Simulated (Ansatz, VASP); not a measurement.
# One calculation of KCl, two programs

INCAR

```
SYSTEM = KCl
PREC = Accurate
ENCUT = 520
EDIFF = 1E-6
ISMEAR = 0
SIGMA = 0.05
LREAL = .FALSE.
LASPH = .TRUE.
NELM = 80
ALGO = Normal
ISIF = 2
LWAVE = .FALSE.
LCHARG = .FALSE.
GGA = PE
NBANDS = 15
```

File KPOINTS:

```
regular mesh
0
G
  6 6 6
  0 0 0
```

Contents of POSCAR:

```
KCl
1.0
    3.8391960000      0.0000000000      0.0000000000
    0.0000000000      3.8391960000      0.0000000000
    0.0000000000      0.0000000000      3.7816080600
K Cl
1 1
Direct
    0.0000000000      0.0000000000      0.0000000000
    0.5000000000      0.5000000000      0.5000000000
```

Input for Ansatz:

```yaml
crystal:
  lattice:
    - [3.839196, 0.0, 0.0]
    - [0.0, 3.839196, 0.0]
    - [0.0, 0.0, 3.78160806]
  atoms:
    - { symbol: K, position: [0.0, 0.0, 0.0] }
    - { symbol: Cl, position: [0.5, 0.5, 0.5] }
basis:
  ecutwfc: 420
kpoints:
  mp_grid: { grid: [6, 6, 6] }
hamiltonian:
  xc: pbe
scf:
  occupations: { method: gaussian, width: 0.05 }
output:
  forces: true
  stress: true
  eigenvalues: true
```

Change from the starting cell: strain +0.000 along x and y, -0.015 along z, atoms carried along.

Alike in both runs: task single point; functional PBE; k mesh 6 × 6 × 6; occupations gaussian, width 0.05 eV; no spin polarisation.

```csv
,VASP,Ansatz
version,VASP 6.6.1,Ansatz 0.2.0
potentials or method,"VASP PAW PBE potentials, release 64 (K_sv, Cl), cutoff 520 eV","scalar-relativistic, plane waves, PAW"
valence electrons in the cell,16,16
```

```csv
,VASP,Ansatz,Ansatz less VASP
gap on the k mesh at the Fermi level (eV),4.81,4.81,+0.001
least direct gap on the mesh (eV),5.01,5.01,0.000
pressure (GPa),0.2,0.2,-0.01
"traceless stress, the component that is largest in VASP (GPa)",0.44,0.44,0.000
```
